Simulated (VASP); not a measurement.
# MnSb (P6_3/mmc) in VASP: a series of runs, part 2 of 2

VASP 6.6.1. Earlier steps stand in the parts before.

### 3 Single point, LDA+U, collinear spin, ferromagnetic start

Contents of INCAR:

```
SYSTEM = MnSb
PREC = Accurate
ENCUT = 680
EDIFF = 1E-6
ISMEAR = -1
SIGMA = 0.05
LREAL = .False.
LASPH = .True.
NELM = 200
ALGO = Normal
ISIF = 2
LWAVE = .False.
LCHARG = .False.
ISPIN = 2
MAGMOM = 0 0 4 4
LORBIT = 11
LMAXMIX = 4
LDAU = .True.
LDAUTYPE = 2
LDAUL = -1 2
LDAUU = 0 6
LDAUJ = 0 0
LDAUPRINT = 1
NBANDS = 42
GGA_COMPAT = .False.
```

Contents of KPOINTS:

```
regular mesh
0
Gamma
  7 7 5
  0 0 0
```

Contents of POSCAR:

```
MnSb
1.0
    4.1500000000      0.0000000000      0.0000000000
   -2.0750000000      3.5940054257      0.0000000000
    0.0000000000      0.0000000000      5.7800000000
Sb Mn
2 2
Direct
    0.6666666667      0.3333333333      0.7500000000
    0.3333333333      0.6666666667      0.2500000000
    0.0000000000      0.0000000000      0.5000000000
    0.0000000000      0.0000000000      0.0000000000
```

Potentials or basis: VASP PAW LDA potentials, release 64 (Sb_d_GW, Mn_sv).

Launch:

```
cat potpaw_LDA.64/Sb_d_GW/POTCAR potpaw_LDA.64/Mn_sv/POTCAR > POTCAR
mpirun -np 1 vasp_std > vasp.out
```

OUTCAR:

```text
SYSTEM = MnSb
   PREC = Accurate
   ENCUT = 680
   EDIFF = 1E-6
   ISMEAR = -1
   LREAL = .False.
   LASPH = .True.
   NELM = 200
   ISIF = 2
   ISPIN = 2
   LORBIT = 11

 ion  position               nearest neighbor table
   1  0.667  0.333  0.750-   3 2.80   4 2.80   3 2.80   4 2.80   3 2.80   4 2.80
   2  0.333  0.667  0.250-   3 2.80   4 2.80   3 2.80   4 2.80   3 2.80   4 2.80
   3  0.000  0.000  0.500-   1 2.80   2 2.80   2 2.80   1 2.80   1 2.80   2 2.80
   4  0.000  0.000  0.000-   1 2.80   2 2.80   2 2.80   1 2.80   1 2.80   2 2.80

  LATTYP: Found a hexagonal cell.
 ALAT       =     4.1500000000
 C/A-ratio  =     1.3927710843

  Lattice vectors:

 A1 = (   4.1500000000,   0.0000000000,   0.0000000000)
 A2 = (  -2.0750000000,   3.5940054257,   0.0000000000)
 A3 = (   0.0000000000,   0.0000000000,   5.7800000000)

Analysis of symmetry for initial positions (statically):
=====================================================================
 Subroutine PRICEL returns:
 Original cell was already a primitive cell.

 Routine SETGRP: Setting up the symmetry group for a
 hexagonal supercell.

 Subroutine GETGRP returns: Found 24 space group operations
 (whereof 12 operations were pure point group operations)
 out of a pool of 24 trial point group operations.

The static configuration has the point symmetry D_3d.
 The point group associated with its full space group is D_6h.

Analysis of symmetry for dynamics (positions and initial velocities):
=====================================================================
 Subroutine PRICEL returns:
 Original cell was already a primitive cell.

 Routine SETGRP: Setting up the symmetry group for a
 hexagonal supercell.

[... 236 lines left out ...]
  ---------------------------------------------------
  free energy    TOTEN  =       -22.35387098 eV

  energy without entropy =      -22.34439350  energy(sigma->0) =      -22.34913224

 E-fermi :   7.1370     XC(G=0): -11.1631

 val. band max:        7.1128491385   @ k =   0.0000   0.0000   0.2000
 cond. band min:       7.1670925922   @ k =   0.1429   0.1429   0.4000
 fundamental gap:      0.0542434537
 Fermi energy:         7.1369821183

 spin component 1

 k-point     1 :       0.0000    0.0000    0.0000
  band No.  band energies     occupation
      1     -73.8753      1.00000
      2     -73.8679      1.00000
      3     -43.1308      1.00000
      4     -43.1057      1.00000
      5     -43.1057      1.00000
      6     -43.0978      1.00000
[... 1069 lines left out ...]
     41      14.4186      0.00000
     42      14.6967      0.00000
 Fermi energy:         7.1369821183

 spin component 2

 k-point     1 :       0.0000    0.0000    0.0000
  band No.  band energies     occupation
      1     -69.5721      1.00000
      2     -69.5635      1.00000
      3     -38.9498      1.00000
      4     -38.9124      1.00000
      5     -38.9124      1.00000
      6     -38.9024      1.00000
[... 1069 lines left out ...]
     41      15.6103      0.00000
     42      16.3924      0.00000

------------------------ aborting loop because EDIFF is reached ----------------------------------------

  FORCE on cell =-STRESS in cart. coord.  units (eV):
  Direction    XX          YY          ZZ          XY          YZ          ZX
  --------------------------------------------------------------------------------------
  -------------------------------------------------------------------------------------
  Total        1.0524390      1.0524390      2.4677931      0.0000000     -0.0000000      0.0000000
  in kB       19.5592786     19.5592786     45.8632324      0.0000000     -0.0000000      0.0000000
  external PRESSURE =      28.3272632 kB  Pullay stress =       0.0000000 kB

 VOLUME and BASIS-vectors are now :
 -----------------------------------------------------------------------------
  energy-cutoff  :      680.00
  volume of cell :       86.21
      direct lattice vectors                 reciprocal lattice vectors
     4.150000000  0.000000000  0.000000000     0.240963855  0.139120547  0.000000000
    -2.075000000  3.594005426  0.000000000     0.000000000  0.278241094  0.000000000
     0.000000000  0.000000000  5.780000000     0.000000000  0.000000000  0.173010381

 POSITION                                       TOTAL-FORCE (eV/Angst)
 -----------------------------------------------------------------------------------
      2.07500      1.19800      4.33500        -0.000000      0.000000     -0.000000
     -0.00000      2.39600      1.44500         0.000000     -0.000000      0.000000
      0.00000      0.00000      2.89000         0.000000      0.000000      0.000000
      0.00000      0.00000      0.00000        -0.000000      0.000000      0.000000
 -----------------------------------------------------------------------------------
    total drift:                               -0.000000     -0.000000      0.000000

  FREE ENERGIE OF THE ION-ELECTRON SYSTEM (eV)
  ---------------------------------------------------
  free  energy   TOTEN  =       -22.3538709764 eV

  energy  without entropy=      -22.3443934988  energy(sigma->0) =      -22.34913224

 total charge

# of ion       s       p       d       f       tot
--------------------------------------------------
    1        1.271   1.580   9.995   0.010  12.856
    2        1.271   1.580   9.995   0.010  12.856
    3        2.175   6.030   4.734   0.000  12.939
    4        2.175   6.030   4.734   0.000  12.939
--------------------------------------------------
tot          6.893  15.221  29.458   0.020  51.591

 magnetization (x)

# of ion       s       p       d       f       tot
--------------------------------------------------
    1        0.024  -0.256   0.011   0.004  -0.217
    2        0.024  -0.256   0.011   0.004  -0.217
    3        0.026   0.014   4.161   0.000   4.201
    4        0.026   0.014   4.161   0.000   4.201
--------------------------------------------------
tot          0.100  -0.483   8.343   0.007   7.967
```

stdout:

```text
POSCAR found type information on POSCAR SbMn
 POSCAR found :  2 types and       4 ions
 scaLAPACK will be used
 LDA part: xc-table for (Slater(with rela. corr.)+CA(PZ))
 , standard interpolation
 POSCAR, INCAR and KPOINTS ok, starting setup
 FFT: planning ... GRIDC
 FFT: planning ... GRID_SOFT
 FFT: planning ... GRID
 WAVECAR not read
 entering main loop
```

Run time: 6.3 min. Hardware: 1 thread of Intel Xeon Platinum 8259CL at 2.50GHz (Skylake/Cascade Lake), shared host; peak memory 0.35 GiB.

Results:

| Quantity | Value |
| --- | --- |
| Free energy | -22.3539 eV |
| Pressure | 2.8 GPa |
| Net moment | 8.16 μB per cell |
| Site moments | Sb -0.22; Mn +4.20 μB |
| Valence electrons inside the program's atomic spheres | Sb 12.86; Mn 12.94 |

Eigenvalues of the final occupation matrices:
| site | spin | trace | eigenvalues |
| --- | --- | --- | --- |
| site 3 d | 1 | 4.47 | 0.88 0.88 0.90 0.90 0.90 |
| site 3 d | 2 | 0.29 | 0.02 0.02 0.04 0.11 0.11 |
| site 4 d | 1 | 4.47 | 0.88 0.88 0.90 0.90 0.90 |
| site 4 d | 2 | 0.29 | 0.02 0.02 0.04 0.11 0.11 |

Caveat: spin-orbit coupling is left out, which moves the levels of the heavy elements; the run started ferromagnetic, and an antiferromagnetic order may lie lower in energy; the U is typed as a test and isn't derived for this compound. The state reached can hang on the start; a lower one may exist.

### 4 Single point, LDA+U, collinear spin, ferromagnetic start

Contents of INCAR:

```
SYSTEM = MnSb
PREC = Accurate
ENCUT = 680
EDIFF = 1E-6
ISMEAR = -1
SIGMA = 0.05
LREAL = .FALSE.
LASPH = .TRUE.
NELM = 200
ALGO = Normal
ISIF = 2
LWAVE = .FALSE.
LCHARG = .TRUE.
ISPIN = 2
MAGMOM = 0 0 4 4
LORBIT = 11
LMAXMIX = 4
LDAU = .TRUE.
LDAUTYPE = 2
LDAUL = -1 2
LDAUU = 0 4.5
LDAUJ = 0 0
LDAUPRINT = 1
LELF = .TRUE.
LVHAR = .TRUE.
NBANDS = 42
GGA_COMPAT = .FALSE.
```

Contents of KPOINTS:

```
Automatic mesh
0
G
  7 7 5
  0 0 0
```

POSCAR is that of step 3.

Launch:

```
cat potpaw_LDA.64/Sb_d_GW/POTCAR potpaw_LDA.64/Mn_sv/POTCAR > POTCAR
mpirun -np 1 vasp_std > vasp.out
```

Run time: 6.7 min. Hardware: 1 thread of Intel Xeon Platinum 8259CL at 2.50GHz (Skylake/Cascade Lake), shared host; peak memory 0.35 GiB.

It converged, with:

- Free energy: -23.5616 eV
- Pressure: 0.3 GPa
- Band gap on the k mesh: zero (filled and empty bands overlap)
- Net moment: 7.96 μB per cell
- Site moments: Sb -0.19; Mn +4.02 μB
- Valence electrons inside the program's atomic spheres: Sb 12.84; Mn 12.91

Stress tensor (GPa, compression positive):
```
-0.44  0.00  0.00
 0.00 -0.44  0.00
 0.00  0.00  1.74
```

Levels at points of the mesh, in eV from the Fermi level:
Spin up:
| k point | band 30 | band 31 | band 32 | band 33 | band 34 | band 35 | band 36 | band 37 | band 38 | band 39 |
| --- | --- | --- | --- | --- | --- | --- | --- | --- | --- | --- |
| (0.00, 0.00, 0.00) | -4.05 | -2.62 | 0.30 | 0.30 | 1.50 | 1.50 | 2.51 | 2.75 | 3.78 | 5.49 |
Spin down:
```tsv
k point	band 22	band 23	band 24	band 25	band 26	band 27	band 28	band 29	band 30	band 31
(0.00, 0.00, 0.00)	-2.07	-2.07	0.01	0.43	0.43	0.94	0.94	1.42	1.42	2.40
```

Eigenvalues of the final occupation matrices:
```tsv
site	spin	trace	eigenvalues
site 3 d	1	4.37	0.86 0.86 0.88 0.89 0.89
site 3 d	2	0.37	0.03 0.03 0.06 0.13 0.13
site 4 d	1	4.37	0.86 0.86 0.88 0.89 0.89
site 4 d	2	0.37	0.03 0.03 0.06 0.13 0.13
```

Caveat: spin-orbit coupling is left out, which moves the levels of the heavy elements; the run started ferromagnetic, and an antiferromagnetic order may lie lower in energy; the U is typed as a test and isn't derived for this compound. The state reached can hang on the start; a lower one may exist.

### 5 Single point, PBEsol+U, collinear spin, ferromagnetic start

Contents of INCAR:

```
SYSTEM = MnSb
ALGO = Normal
EDIFF = 1E-6
ENCUT = 680
GGA = PS
GGA_COMPAT = .False.
ISIF = 2
ISMEAR = -1
ISPIN = 2
LASPH = .True.
LCHARG = .True.
LDAU = .True.
LDAUJ = 0 0
LDAUL = -1 2
LDAUPRINT = 1
LDAUTYPE = 2
LDAUU = 0 2
LELF = .True.
LMAXMIX = 4
LORBIT = 11
LREAL = .False.
LVHAR = .True.
LWAVE = .False.
MAGMOM = 0 0 4 4
NBANDS = 42
NELM = 200
PREC = Accurate
SIGMA = 0.05
```

Contents of KPOINTS:

```
k-points
0
Gamma
  7 7 5
  0 0 0
```

POSCAR is that of step 4.

Potentials or basis: VASP PAW PBE potentials, release 64 (Sb_d_GW, Mn_sv).

Launch:

```
cat potpaw_PBE.64/Sb_d_GW/POTCAR potpaw_PBE.64/Mn_sv/POTCAR > POTCAR
mpirun -np 1 vasp_std > vasp.out
```

Wall time 2.9 min (1 thread of AMD EPYC 9R45 (Zen 5), shared host); peak memory 0.39 GiB.

It converged, with:

```
Free energy                                           : -25.8869 eV
Pressure                                              : -1.4 GPa
Net moment                                            : 7.55 μB per cell
Site moments                                          : Sb -0.17; Mn +3.72 μB
Valence electrons inside the program's atomic spheres : Sb 12.81; Mn 12.87
```

Stress tensor (GPa, compression positive):
```
-1.54  0.00  0.00
 0.00 -1.54  0.00
 0.00  0.00 -1.21
```

Levels at points of the mesh, in eV from the Fermi level:
Spin up:
| k point | band 31 | band 32 | band 33 | band 34 | band 35 | band 36 | band 37 | band 38 |
| --- | --- | --- | --- | --- | --- | --- | --- | --- |
| (0.00, 0.00, 0.00) | -1.65 | 0.35 | 0.35 | 1.83 | 1.83 | 2.55 | 2.77 | 3.94 |
Spin down:
| k point | band 22 | band 23 | band 24 | band 25 | band 26 | band 27 | band 28 | band 29 | band 30 | band 31 |
| --- | --- | --- | --- | --- | --- | --- | --- | --- | --- | --- |
| (0.00, 0.00, 0.00) | -2.29 | -2.29 | -0.49 | 0.43 | 0.43 | 0.47 | 0.47 | 0.86 | 0.86 | 2.09 |

Eigenvalues of the final occupation matrices:
| site | spin | trace | eigenvalues |
| --- | --- | --- | --- |
| site 3 d | 1 | 4.20 | 0.81 0.81 0.85 0.86 0.86 |
| site 3 d | 2 | 0.51 | 0.04 0.04 0.12 0.15 0.15 |
| site 4 d | 1 | 4.20 | 0.81 0.81 0.85 0.86 0.86 |
| site 4 d | 2 | 0.51 | 0.04 0.04 0.12 0.15 0.15 |

Caveat: the PAW data sets were made with another functional, which shifts forces and pressure a little; spin-orbit coupling is left out, which moves the levels of the heavy elements; the run started ferromagnetic, and an antiferromagnetic order may lie lower in energy; the U is typed as a test and isn't derived for this compound. The state reached can hang on the start; a lower one may exist.

### 6 The runs side by side

```csv
task,level,potentials or basis,U,cell,cutoff (eV),gap on the mesh (eV),pressure (GPa),moment (μB)
relaxation of cell and atoms,PBE+U,"VASP PAW PBE potentials, release 64 (Sb, Mn_pv)",Mn d U = 7.0 eV,relaxed,600,none,0.1,4.63
single point,LDA+U,"VASP PAW LDA potentials, release 64 (Sb_d_GW, Mn_sv)",Mn d U = 6.0 eV,as given,680,none,2.8,8.16
single point,LDA+U,"VASP PAW LDA potentials, release 64 (Sb_d_GW, Mn_sv)",Mn d U = 4.5 eV,as given,680,none,0.3,7.96
single point,PBEsol+U,"VASP PAW PBE potentials, release 64 (Sb_d_GW, Mn_sv)",Mn d U = 2.0 eV,as given,680,none,-1.4,7.55
```

Alike in all rows: spin collinear, ferromagnetic start; k mesh 7 × 7 × 5; smearing fermi-dirac 0.05 eV.

Caveats: spin-orbit coupling is left out, which moves the levels of the heavy elements; the run started ferromagnetic, and an antiferromagnetic order may lie lower in energy; the U is typed as a test and isn't derived for this compound; the PAW data sets were made with another functional, which shifts forces and pressure a little (at least some runs).

Absolute energies hang on the potentials; compare differences alone.

The gap in the log of VASP goes by the Fermi energy; the results here count the filled bands.